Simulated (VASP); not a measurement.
Runs of VASP 6.6.1 on MoIr4. The structure is that of space group P6/mmm (No. 191), or close to it. The cells are those of the table. 

```csv
task,spin,cell,k mesh,cutoff (eV),gap on the mesh (eV),pressure (GPa)
single point,off,"a = 4.504, b = 4.504, c = 5.128 Å, angles 90.0, 90.0, 120.0°, 5 atoms",12 × 12 × 8,520,none,0.3
single point,off,"a = 4.502, b = 4.502, c = 5.131 Å, angles 90.0, 90.0, 120.0°, 5 atoms",6 × 6 × 4,520,none,0.2
relaxation of cell and atoms,off,"relaxed from a = 4.796, b = 4.796, c = 4.137 Å, angles 90.0, 90.0, 120.0°, 5 atoms",6 × 6 × 4,600,none,0.0
single point,"collinear, ferromagnetic start","a = 4.502, b = 4.502, c = 5.131 Å, angles 90.0, 90.0, 120.0°, 5 atoms",6 × 6 × 4,520,none,0.2
single point,off,"a = 4.796, b = 4.796, c = 4.137 Å, angles 90.0, 90.0, 120.0°, 5 atoms",6 × 6 × 4,520,none,(a)
```

Alike in all rows: level PBE; potentials or basis VASP PAW PBE potentials, release 64 (Mo_sv, Ir); smearing gaussian 0.1 eV.

Q: Fill in the values left out.

A: (a) 57.5.

Caveats: some runs use coarse meshes; spin-orbit coupling is left out, which moves the levels of the heavy elements.

A k mesh can miss the band edges, and the runs leave out spin-orbit coupling on Ir, Mo.

A gap of «none» marks levels without a gap at the run's occupations.
